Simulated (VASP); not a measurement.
# SiC (P6_3mc) in VASP: further runs

The runs below take SiC through relaxation of cell and atoms, single point, with r2SCAN, HSE06.

Everything below comes from runs of VASP 6.6.1. Logs are shortened: lines on timing, memory, paths and dates and some standing lists are left out, and cuts for length are marked.

**1. The cell of the first run**

Symmetry: P6_3mc, No. 186, hexagonal system. The conventional cell has a = 3.092 Å, b = 3.092 Å, c = 5.074 Å, α = 90.00°, β = 90.00°, γ = 120.00°. Within 2.5 Å of Si (site symmetry 3m) lie 4 C at 1.89 to 1.91 Å. C (site symmetry 3m) has 4 Si at 1.89 to 1.91 Å within 2.5 Å.

**2. Relaxation of cell and atoms, r2SCAN**

File POSCAR:

```
SiC
1.0
    3.0918273337      0.0000000000      0.0000000000
   -1.5459136669      2.6776010151      0.0000000000
    0.0000000000      0.0000000000      5.0742732797
Si C
2 2
Direct
    0.3333333333      0.6666666667     -0.0004133941
    0.6666666667      0.3333333333      0.4995866059
    0.3333333333      0.6666666667      0.3754133941
    0.6666666667      0.3333333333      0.8754133941
```

File INCAR.step1:

```
PREC     = Accurate       # precision mode
ENCUT    = 600            # plane-wave cutoff, eV
ISMEAR   = -1             # smearing method
SIGMA    = 0.02           # smearing width, eV
LREAL    = False          # projectors in reciprocal space
LASPH    = True           # aspherical terms in the spheres
NELM     = 60             # most SCF steps
GGA      = PE             # functional
ALGO     = Normal         # electronic algorithm
EDIFF    = 1E-4           # SCF threshold, eV
LWAVE    = True           # write WAVECAR
LCHARG   = False          # write CHGCAR
```

File INCAR.step2:

```
PREC     = Accurate       # precision mode
ENCUT    = 600            # plane-wave cutoff, eV
EDIFF    = 1E-7           # SCF threshold, eV
ISMEAR   = -1             # smearing method
SIGMA    = 0.02           # smearing width, eV
LREAL    = False          # projectors in reciprocal space
LASPH    = True           # aspherical terms in the spheres
NELM     = 60             # most SCF steps
ALGO     = Normal         # electronic algorithm
ISIF     = 3              # what is computed and relaxed
LWAVE    = False          # write WAVECAR
LCHARG   = False          # write CHGCAR
METAGGA  = R2SCAN         # meta-GGA
LMIXTAU  = True         
IBRION   = 2              # ionic algorithm
NSW      = 80             # ionic steps
EDIFFG   = -0.005         # ionic threshold
ISTART   = 1
```

File KPOINTS:

```
regular mesh
0
Gamma
  12 12 4
```

Potentials or basis: VASP PAW PBE potentials, release 64 (Si, C).

On the command line:

```bash
$ cat potpaw_PBE.64/Si/POTCAR potpaw_PBE.64/C/POTCAR > POTCAR
$ cp INCAR.step1 INCAR
$ mpirun -np 1 vasp_std > vasp.out
$ cp INCAR.step2 INCAR
$ mpirun -np 1 vasp_std > vasp.out
```

OUTCAR:

```text
PREC = Accurate
   ENCUT = 600
   EDIFF = 1E-7
   ISMEAR = -1
   LREAL = False
   LASPH = True
   NELM = 60
   ISIF = 3
   METAGGA = R2SCAN
   IBRION = 2
   NSW = 80
   EDIFFG = -0.005
   ISTART = 1

 ion  position               nearest neighbor table
   1  0.333  0.667  1.000-   4 1.89   4 1.89   4 1.89   3 1.91   2 3.10   2 3.10   2 3.10   2 3.10
                             2 3.10   2 3.10
   2  0.667  0.333  0.500-   3 1.89   3 1.89   3 1.89   4 1.91   1 3.10   1 3.10   1 3.10   1 3.10
                             1 3.10   1 3.10
   3  0.333  0.667  0.375-   2 1.89   2 1.89   2 1.89   1 1.91
   4  0.667  0.333  0.875-   1 1.89   1 1.89   1 1.89   2 1.91

  LATTYP: Found a hexagonal cell.
 ALAT       =     3.0918273337
 C/A-ratio  =     1.6411890872

  Lattice vectors:

 A1 = (   3.0918273337,   0.0000000000,   0.0000000000)
 A2 = (  -1.5459136669,   2.6776010151,   0.0000000000)
 A3 = (   0.0000000000,   0.0000000000,   5.0742732797)

Analysis of symmetry for initial positions (statically):
=====================================================================
 Subroutine PRICEL returns:
 Original cell was already a primitive cell.

 Routine SETGRP: Setting up the symmetry group for a
 hexagonal supercell.

 Subroutine GETGRP returns: Found 12 space group operations
 (whereof  6 operations were pure point group operations)
 out of a pool of 24 trial point group operations.

The static configuration has the point symmetry C_3v.
 The point group associated with its full space group is C_6v.

Analysis of symmetry for dynamics (positions and initial velocities):
=====================================================================
 Subroutine PRICEL returns:
 Original cell was already a primitive cell.

 Routine SETGRP: Setting up the symmetry group for a
 hexagonal supercell.

 Subroutine GETGRP returns: Found 12 space group operations
 (whereof  6 operations were pure point group operations)
 out of a pool of 24 trial point group operations.

The dynamic configuration has the point symmetry C_3v.
 The point group associated with its full space group is C_6v.

 Subroutine INISYM returns: Found 12 space group operations
 (whereof  6 operations are pure point group operations),
 and found     1 'primitive' translations

----------------------------------------------------------------------------------------

                                     Primitive cell

  volume of cell :      42.0083

  direct lattice vectors                    reciprocal lattice vectors
     3.091827334  0.000000000  0.000000000     0.323433327  0.186734318  0.000000000
    -1.545913667  2.677601015  0.000000000     0.000000000  0.373468636  0.000000000
     0.000000000  0.000000000  5.074273280     0.000000000  0.000000000  0.197072555

  length of vectors
     3.091827334  3.091827334  5.074273280     0.373468636  0.373468636  0.197072555

  position of ions in fractional coordinates (direct lattice)
     0.333333333  0.666666667  0.999586606
     0.666666667  0.333333333  0.499586606
     0.333333333  0.666666667  0.375413394
     0.666666667  0.333333333  0.875413394

  ion indices of the primitive-cell ions
   primitive index   ion index
                 1           1
                 2           2
                 3           3
                 4           4

----------------------------------------------------------------------------------------

 KPOINTS: regular mesh

Automatic generation of k-mesh.
 Grid dimensions read from file:
 generate k-points for:   12   12    4

 Generating k-lattice:

  Cartesian coordinates                     Fractional coordinates (reciprocal lattice)
     0.026952777  0.015561193  0.000000000     0.083333333  0.000000000  0.000000000
     0.000000000  0.031122386  0.000000000     0.000000000  0.083333333  0.000000000
     0.000000000  0.000000000  0.049268139     0.000000000  0.000000000  0.250000000

  Length of vectors
     0.031122386  0.031122386  0.049268139

  Shift w.r.t. Gamma in fractional coordinates (k-lattice)
     0.000000000  0.000000000  0.000000000

 Subroutine IBZKPT returns following result:
 ===========================================

 Found     57 irreducible k-points:

 Following reciprocal coordinates:
            Coordinates               Weight
  0.000000  0.000000  0.000000      1.000000
  0.083333  0.000000  0.000000      6.000000
  0.166667  0.000000  0.000000      6.000000
  0.250000  0.000000  0.000000      6.000000
  0.333333 -0.000000  0.000000      6.000000
  0.416667 -0.000000  0.000000      6.000000
[... 16 lines left out ...]
  0.250000  0.000000  0.250000     12.000000
  0.333333 -0.000000  0.250000     12.000000
 [... further k-points ...]
   k-points           NKPTS =     57   k-points in BZ     NKDIM =     57   number of bands    NBANDS=     12
   number of dos      NEDOS =    301   number of ions     NIONS =      4
   total plane-waves  NPLWV =  32928
   dimension x,y,z NGX =    28 NGY =   28 NGZ =   42
   dimension x,y,z NGXF=    56 NGYF=   56 NGZF=   84
   ions per type =               2   2
   NGX,Y,Z   is equivalent  to a cutoff of  15.06, 15.06, 13.76 a.u.
   NGXF,Y,Z  is equivalent  to a cutoff of  30.11, 30.11, 27.52 a.u.
 SYSTEM =  unknown system
   PREC   = accura    normal or accurate (medium, high low for compatibility)
   ISTART =      1    job   : 0-new  1-cont  2-samecut
   ICHARG =      0    charge: 1-file 2-atom 10-const
   ISPIN  =      1    spin polarized calculation?
   LNONCOLLINEAR =      F non collinear calculations
   LSORBIT =      F    spin-orbit coupling
   LASPH  =      T    aspherical Exc in radial PAW
   ENCUT  =  600.0 eV  44.10 Ry    6.64 a.u.   6.18  6.18 10.13*2*pi/ulx,y,z
   NELM   =     60;   NELMIN=  2; NELMDL=  0     # of ELM steps
   EDIFF  = 0.1E-06   stopping-criterion for ELM
   LREAL  =      F    real-space projection
   EDIFFG = -.5E-02   stopping-criterion for IOM
   NSW    =     80    number of steps for IOM
   IBRION =      2    ionic relax: 0-MD 1-quasi-New 2-CG
   NFREE  =      1    steps in history (QN), initial steepest desc. (CG)
   ISIF   =      3    stress and relaxation
   ISYM   =      2    0-nonsym 1-usesym 2-fastsym
   POTIM  = 0.5000    time-step for ionic-motion
   TEBEG  =    0.0;   TEEND  =   0.0 temperature during run
   PSTRESS=    0.0 pullay stress
   NELECT =      16.0000    total number of electrons
   NUPDOWN=      -1.0000    fix difference up-down
   EMIN   =  10.00;   EMAX   =-10.00  energy-range for DOS
   EFERMI =   0.00;   METHOD = LEGACY
   ISMEAR =    -1;   SIGMA  =   0.02  broadening in eV -4-tet -1-fermi 0-gaus
   EFERMI_NEDOS =   21; number of points for ismear=-14 and -15
   IALGO  =     38    algorithm
   IMIX   =      4    mixing-type and parameters
     AMIX     =   0.40;   BMIX     =  1.00
     AMIX_MAG =   1.60;   BMIX_MAG =  1.00
  volume/ion in A,a.u.               =      10.50        70.87
  Fermi-wavevector in a.u.,A,eV,Ry     =   1.186688  2.242515 19.160107  1.408228
  Thomas-Fermi vector in A             =   2.322855
   LORBIT       =      0    0 simple, 1 ext, 2 COOP (PROOUT), +10 PAW based schemes
   METAGGA = R2SCAN    functional components
   LHFCALC =     F    Hartree Fock is set to
   AEXX    =    0.0000 exact exchange contribution
   IVDW    =     0    specifies the selected vdW correction
   LEPSILON=     F    determine dielectric tensor
   LRPA    =     F    only Hartree local field effects (RPA)
 conjugate gradient relaxation of ions
 non-spin polarized calculation
  energy-cutoff  :      600.00
  volume of cell :       42.01
 maximum number of plane-waves:      1420
 NGX is ok and might be reduce to    28
   NGX = 13   NGY = 13   NGZ = 21

--------------------------------------- Ionic step        1  -------------------------------------------

 number of electron      16.0000000 magnetization

 Free energy of the ion-electron system (eV)
  ---------------------------------------------------
  ext. energy  EPLUGINS =         0.00000000
  ---------------------------------------------------
  free energy    TOTEN  =       -38.63441180 eV

  energy without entropy =      -38.63441180  energy(sigma->0) =      -38.63441180

------------------------ aborting loop because EDIFF is reached ----------------------------------------

  FORCE on cell =-STRESS in cart. coord.  units (eV):
  Direction    XX          YY          ZZ          XY          YZ          ZX
  --------------------------------------------------------------------------------------
  -------------------------------------------------------------------------------------
  Total       -1.0234494     -1.0234494     -0.9696458      0.0000000      0.0000000      0.0000000
  in kB      -39.0339050    -39.0339050    -36.9818597      0.0000000      0.0000000      0.0000000
  external PRESSURE =     -38.3498899 kB  Pullay stress =       0.0000000 kB
[... 175 lines left out ...]
  energy  without entropy=      -38.6432382278  energy(sigma->0) =      -38.64323823

--------------------------------------- Ionic step        6  -------------------------------------------

 number of electron      16.0000000 magnetization

 Free energy of the ion-electron system (eV)
  ---------------------------------------------------
  ext. energy  EPLUGINS =         0.00000000
  ---------------------------------------------------
  free energy    TOTEN  =       -38.64324321 eV

  energy without entropy =      -38.64324321  energy(sigma->0) =      -38.64324321

 E-fermi :   8.6016     XC(G=0): -11.9361

 val. band max:        8.1624777618   @ k =   0.0000   0.0000   0.0000
 cond. band min:      10.8203571607   @ k =   0.3333   0.3333   0.0000
 fundamental gap:      2.6578793989
 Fermi energy:         8.6015588004

 k-point     1 :       0.0000    0.0000    0.0000
  band No.  band energies     occupation
      1      -8.2046      2.00000
      2      -4.5715      2.00000
      3      -0.8381      2.00000
      4       6.7764      2.00000
      5       6.7764      2.00000
      6       8.0495      2.00000
      7       8.1625      2.00000
      8       8.1625      2.00000
      9      13.5570      0.00000
     10      14.9564      0.00000
     11      15.3647      0.00000
     12      15.3647      0.00000
[... 331 lines left out ...]
 k-point    24 :       0.3333   -0.0000    0.2500
  band No.  band energies     occupation
      1      -5.9996      2.00000
      2      -3.9546      2.00000
      3       0.7009      2.00000
      4       2.6402      2.00000
      5       3.0871      2.00000
      6       5.3076      2.00000
      7       6.5498      2.00000
      8       6.7821      2.00000
      9      11.9659      0.00000
     10      13.0319      0.00000
     11      15.0046      0.00000
     12      17.0925      0.00000

 [... further k-points ...]

------------------------ aborting loop because EDIFF is reached ----------------------------------------

  FORCE on cell =-STRESS in cart. coord.  units (eV):
  Direction    XX          YY          ZZ          XY          YZ          ZX
  --------------------------------------------------------------------------------------
  -------------------------------------------------------------------------------------
  Total        0.0003146      0.0003146      0.0017017     -0.0000000      0.0000000     -0.0000000
  in kB        0.0122092      0.0122092      0.0660455     -0.0000000      0.0000000     -0.0000000
  external PRESSURE =       0.0301546 kB  Pullay stress =       0.0000000 kB
[... 19 lines left out ...]
  FREE ENERGIE OF THE ION-ELECTRON SYSTEM (eV)
  ---------------------------------------------------
  free  energy   TOTEN  =       -38.6432432101 eV

  energy  without entropy=      -38.6432432101  energy(sigma->0) =      -38.64324321

 reached required accuracy - stopping structural energy minimisation
```

It took 4.2 min on 1 thread of Intel Xeon 6975P-C (Granite Rapids), shared host; peak memory 0.2 GiB.

What came out:

| Property | Result |
| --- | --- |
| Free energy | -38.6432 eV |
| Relaxed volume | 10.32 Å³/atom |
| Relaxed cell | a = 3.074 Å, b = 3.074 Å, c = 5.045 Å, α = 90.00°, β = 90.00°, γ = 120.00° |
| Space group after relaxing (to 0.1 Å) | P6_3mc (No. 186) |
| Energy gained by relaxing | 2.2 meV/atom |
| Ionic steps | 6 |
| Pressure after relaxing | 0.0 GPa |
| Band gap on the k mesh | 2.66 eV (least direct gap 4.49 eV) |

Step by step:
```tsv
step	energy change (eV)	largest force (eV/Å)	pressure (GPa)	volume (Å³)
1	0.0000	0.0032	-3.83	42.01
2	0.0021	0.0151	4.53	40.50
3	-0.0088	0.0050	-0.02	41.28
4	-0.0088	0.0051	0.07	41.27
5	-0.0088	0.0058	-0.06	41.29
6	-0.0088	0.0002	0.00	41.28
```

Final structure:
```
CELL_PARAMETERS angstrom
3.07370 0.00000 0.00000
-1.53685 2.66191 0.00000
0.00000 0.00000 5.04543
ATOMIC_POSITIONS crystal
Si 0.33333 0.66667 0.99959
Si 0.66667 0.33333 0.49959
C 0.33333 0.66667 0.37541
C 0.66667 0.33333 0.87541
```

Levels at points of the mesh, in eV from the valence-band top:
| k point | band 5 | band 6 | band 7 | band 8 | band 9 | band 10 | band 11 | band 12 |
| --- | --- | --- | --- | --- | --- | --- | --- | --- |
| (0.00, 0.00, 0.00) | -1.39 | -0.11 | 0.00 | 0.00 | 5.39 | 6.79 | 7.20 | 7.20 |
| (0.50, 0.00, 0.00) | -5.63 | -3.48 | -3.36 | -1.26 | 3.23 | 4.67 | 7.48 | 7.65 |
| (0.00, 0.00, 0.50) | -0.75 | -0.75 | -0.75 | -0.75 | 6.51 | 6.51 | 7.90 | 7.90 |
| (0.50, 0.00, 0.50) | -2.56 | -2.56 | -2.44 | -2.44 | 3.73 | 3.73 | 5.80 | 5.80 |

Caveat: the PAW data sets were made with another functional, which shifts forces and pressure a little.

**3. Single point, HSE06**

This run uses another cell than the first one, of 10.34 Å³/atom.

File POSCAR:

```
SiC
1.0
    3.0753562471      0.0000000000      0.0000000000
   -1.5376781236      2.6633366356      0.0000000000
    0.0000000000      0.0000000000      5.0481080958
Si C
2 2
Direct
    0.3333333333      0.6666666667     -0.0004084052
    0.6666666667      0.3333333333      0.4995915948
    0.3333333333      0.6666666667      0.3754084052
    0.6666666667      0.3333333333      0.8754084052
```

File INCAR.step1:

```
SYSTEM = SiC
PREC = Accurate
ENCUT = 520
EDIFF = 1E-5
ISMEAR = 0
SIGMA = 0.01
LREAL = .FALSE.
LASPH = .TRUE.
NELM = 100
ALGO = Normal
ISIF = 2
LWAVE = .TRUE.
LCHARG = .FALSE.
GGA = PE
NBANDS = 16
```

File INCAR.step2:

```
SYSTEM = SiC
PREC = Accurate
ENCUT = 520
EDIFF = 1E-6
ISMEAR = 0
SIGMA = 0.01
LREAL = .FALSE.
LASPH = .TRUE.
NELM = 100
ALGO = Normal
ISIF = 2
LWAVE = .FALSE.
LCHARG = .FALSE.
GGA = PE
LHFCALC = .TRUE.
HFSCREEN = 0.2079
PRECFOCK = Normal
ISTART = 1
NBANDS = 16
```

File KPOINTS:

```
Automatic mesh
0
G
  6 6 4
  0 0 0
```

Potentials or basis: VASP PAW PBE potentials, release 64 (Si, C).

On the command line:

```bash
$ cat potpaw_PBE.64/Si/POTCAR potpaw_PBE.64/C/POTCAR > POTCAR
$ cp INCAR.step1 INCAR
$ mpirun -np 1 vasp_std > vasp.out
$ cp INCAR.step2 INCAR
$ mpirun -np 1 vasp_std > vasp.out
```

It took 31 min on 1 thread of Intel Xeon Platinum 8488C (Sapphire Rapids), shared host; peak memory 0.26 GiB.

The run converged. Its results:

| Property | Result |
| --- | --- |
| Free energy | -34.8302 eV |
| Pressure | -1.6 GPa |
| Largest force | 0.018 eV/Å |
| Band gap on the k mesh | 3.16 eV (least direct gap 5.06 eV) |

Forces on the atoms (eV/Å):
```
Si   0.000  0.000 -0.018
Si   0.000  0.000 -0.018
C    0.000  0.000  0.018
C    0.000  0.000  0.018
```

Stress tensor (GPa, compression positive):
```
-1.41  0.00  0.00
 0.00 -1.41  0.00
 0.00  0.00 -1.86
```

Levels at points of the mesh, in eV from the valence-band top:
```
           k point  band 4  band 5  band 6  band 7  band 8  band 9  band 10  band 11  band 12  band 13
(0.00, 0.00, 0.00)   -1.46   -1.46   -0.12    0.00    0.00    5.97     7.48     7.89     7.89     9.07
(0.50, 0.00, 0.00)   -6.92   -5.94   -3.66   -3.52   -1.33    3.74     5.26     8.12     8.36    11.54
(0.00, 0.00, 0.50)   -4.87   -0.79   -0.79   -0.79   -0.79    7.12     7.12     8.62     8.62     8.62
(0.50, 0.00, 0.50)   -9.06   -2.69   -2.69   -2.55   -2.55    4.28     4.28     6.37     6.37    11.88
```

Caveat: the PAW data sets were made with another functional, which shifts forces and pressure a little. A k mesh can miss the band edges.
